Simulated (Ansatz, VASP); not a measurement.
**SiMo3 in VASP and in Ansatz**

```xyz
8
Lattice="4.9065 0.0000 0.0000 0.0000 4.9065 0.0000 0.0000 0.0000 4.9065" Properties=species:S:1:pos:R:3 pbc="T T T"
Si    0.0144    0.0144    0.0144
Si    2.4677    2.4677    2.4677
Mo    1.2266    0.0000    2.4532
Mo    2.4532    3.6798    0.0000
Mo    3.6798    0.0000    2.4532
Mo    2.4532    1.2266    0.0000
Mo    0.0000    2.4532    3.6798
Mo    0.0000    2.4532    1.2266
```

Change from the starting cell: all Si atoms moved +0.025 Å, as atom 1 along Cartesian [1 1 1].

Alike in both runs: task single point; functional PBE; k mesh 8 × 8 × 8; occupations gaussian, width 0.15 eV; no spin polarisation.

|  | VASP | Ansatz |
| --- | --- | --- |
| version | VASP 6.6.1 | Ansatz 0.2.0 |
| potentials or method | VASP PAW PBE potentials, release 64 (Si, Mo_sv), cutoff 520 eV | scalar-relativistic, plane waves, PAW |
| valence electrons in the cell | 92 | 92 |

Ansatz gave:

| Property | Result |
| --- | --- |
| gap on the k mesh at the Fermi level (eV) | none |
| pressure (GPa) | 0.1 |
| rms of the force components (eV/Å) | 0.073 |

Problem. What did VASP give for the same quantities?

Solution. gap on the k mesh at the Fermi level (eV): none; pressure (GPa): 0.5; rms of the force components (eV/Å): 0.073.

Atom by atom the forces differ by 0.000 eV/Å (rms over components). A gap of «none» marks a metal or a gap that the smearing closes.
